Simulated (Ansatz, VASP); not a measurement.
# TaN: VASP beside Ansatz

The input INCAR:

```
SYSTEM = TaN
PREC     = Accurate       ! precision mode
ENCUT    = 700            ! plane-wave cutoff, eV
EDIFF    = 1E-6           ! SCF threshold, eV
ISMEAR   = -1             ! smearing method
SIGMA    = 0.05           ! smearing width, eV
LREAL    = .FALSE.        ! projectors in reciprocal space
LASPH    = .TRUE.         ! aspherical terms in the spheres
NELM     = 120            ! most SCF steps
ALGO     = Normal         ! electronic algorithm
ISIF     = 2              ! what is computed and relaxed
LWAVE    = .FALSE.        ! write WAVECAR
LCHARG   = .FALSE.        ! write CHGCAR
GGA      = B5             ! functional
ALDAX    = 1.0          
AGGAX    = 1.0          
AGGAC    = 1.0          
ALDAC    = 0.0          
IVDW     = 12             ! dispersion correction
VDW_S6   = 1.0          
VDW_S8   = 2.6996       
VDW_A1   = 0.4298       
VDW_A2   = 4.2359       
NBANDS   = 16             ! bands
GGA_COMPAT= .FALSE.
```

File KPOINTS:

```
regular mesh
0
G
  10 10 10
  0 0 0
```

The input POSCAR:

```
TaN
1.0
    0.0000000000      2.2259679500      2.2259679500
    2.2259679500      0.0000000000      2.2259679500
    2.2259679500      2.2259679500      0.0000000000
Ta N
1 1
Direct
    0.5000000000      0.5000000000      0.5000000000
    0.0000000000      0.0000000000      0.0000000000
```

Contents of input.yaml:

```yaml
crystal:
  lattice:
    - [0.0, 2.22596795, 2.22596795]
    - [2.22596795, 0.0, 2.22596795]
    - [2.22596795, 2.22596795, 0.0]
  atoms:
    - { symbol: Ta, position: [0.5, 0.5, 0.5] }
    - { symbol: "N", position: [0.0, 0.0, 0.0] }
hamiltonian:
  xc: blyp
  pseudopotentials: { kind: paw }
  dispersion: d3bj
kpoints:
  mp_grid: { grid: [10, 10, 10] }
scf:
  occupations: { method: fermi_dirac, width: 0.05 }
output:
  forces: true
  stress: true
  eigenvalues: true
```

Alike in both runs: task single point; functional BLYP; dispersion D3(BJ); k mesh 10 × 10 × 10; occupations fermi-dirac, width 0.05 eV; no spin polarisation.

```csv
,VASP,Ansatz
version,VASP 6.6.1,Ansatz 0.2.0
potentials or method,"VASP PAW PBE potentials, release 64 (Ta_sv_GW, N)",Ansatz PAW
plane-wave cutoff (eV),700,420
valence electrons in the cell,18,18
```

VASP gave:

```
gap on the k mesh at the Fermi level (eV) : none
pressure (GPa)                            : -12.0
```

What did Ansatz give for the same quantities?

gap on the k mesh at the Fermi level (eV): none; pressure (GPa): -12.6.

VASP's potentials were made for PBE, not for BLYP. A gap of «none» marks a metal or a gap that the smearing closes.

Neither program's run includes spin-orbit coupling.
